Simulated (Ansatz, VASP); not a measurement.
# CdS in VASP and in Ansatz

INCAR

```
SYSTEM = CdS
  PREC = Accurate
  ENCUT = 520
  EDIFF = 1E-6
  ISMEAR = 0
  SIGMA = 0.01
  LREAL = .FALSE.
  LASPH = .TRUE.
  NELM = 150
  ALGO = Normal
  ISIF = 2
  LWAVE = .FALSE.
  LCHARG = .FALSE.
  LNONCOLLINEAR = .TRUE.
  MAGMOM = 0 0 0 0 0 0 0 0 0 0 0 0
  LORBIT = 11
  LSORBIT = .TRUE.
  GGA_COMPAT = .FALSE.
  LORBMOM = .TRUE.
  GGA = PS
  NBANDS = 50
```

KPOINTS

```
Automatic mesh
0
G
  6 6 4
  0 0 0
```

POSCAR

```
CdS
1.0
    3.9958963545      0.0000000000      0.0000000000
   -1.9979481772      3.4605477538      0.0000000000
    0.0000000000      0.0000000000      6.5153848420
Cd S
2 2
Direct
    0.3333333333      0.6666666667     -0.0003734476
    0.6666666667      0.3333333333      0.4996265524
    0.3333333333      0.6666666667      0.3753734476
    0.6666666667      0.3333333333      0.8753734476
```

Input for Ansatz:

```yaml
crystal:
  lattice:
    - [3.99589635446, 0.0, 0.0]
    - [-1.99794817723, 3.46054775385, 0.0]
    - [0.0, 0.0, 6.51538484198]
  atoms:
    - { symbol: Cd, position: [0.333333333333, 0.666666666667, -0.000373447555] }
    - { symbol: Cd, position: [0.666666666667, 0.333333333333, 0.499626552445] }
    - { symbol: S, position: [0.333333333333, 0.666666666667, 0.375373447555] }
    - { symbol: S, position: [0.666666666667, 0.333333333333, 0.875373447555] }
kpoints:
  mp_grid: { grid: [6, 6, 4] }
scf:
  occupations: { method: fixed }
  convergence: { dr2_threshold: 1.0e-10 }
hamiltonian:
  xc: pbesol
  pseudopotentials: { kind: all_electron, lapw: { basis_error: 0.0005 } }
magnetization:
  noncollinear: true
  spin_orbit: true
output:
  forces: true
  stress: true
  eigenstates:
    kpoints:
      - [0.0, 0.0, 0.0]
      - [0.0, 0.0, -0.5]
      - [-0.5, 0.0, 0.0]
      - [-0.5, 0.5, 0.0]
      - [0.0, -0.5, 0.0]
      - [-0.5, 0.0, -0.5]
      - [-0.5, 0.5, -0.5]
      - [0.0, -0.5, -0.5]
  eigenvalues: true
```

Alike in both runs: task single point; functional PBEsol; k mesh 6 × 6 × 4; non-collinear spin, spin-orbit coupling.

|  | VASP | Ansatz |
| --- | --- | --- |
| version | VASP 6.6.1 | Ansatz 0.2.0 |
| potentials or method | VASP PAW PBE potentials, release 64 (Cd, S), cutoff 520 eV | all-electron LAPW |
| occupations | gaussian, width 0.01 eV | fixed |

|  | VASP | Ansatz | Ansatz less VASP |
| --- | --- | --- | --- |
| pressure (GPa) | 7.5 | 7.0 | -0.56 |
| net moment per atom (μB) | 0.00 | 0.00 | 0.000 |

VASP's potentials were made for PBE, not for PBEsol. Ansatz ran all-electron here, and VASP with PAW potentials.
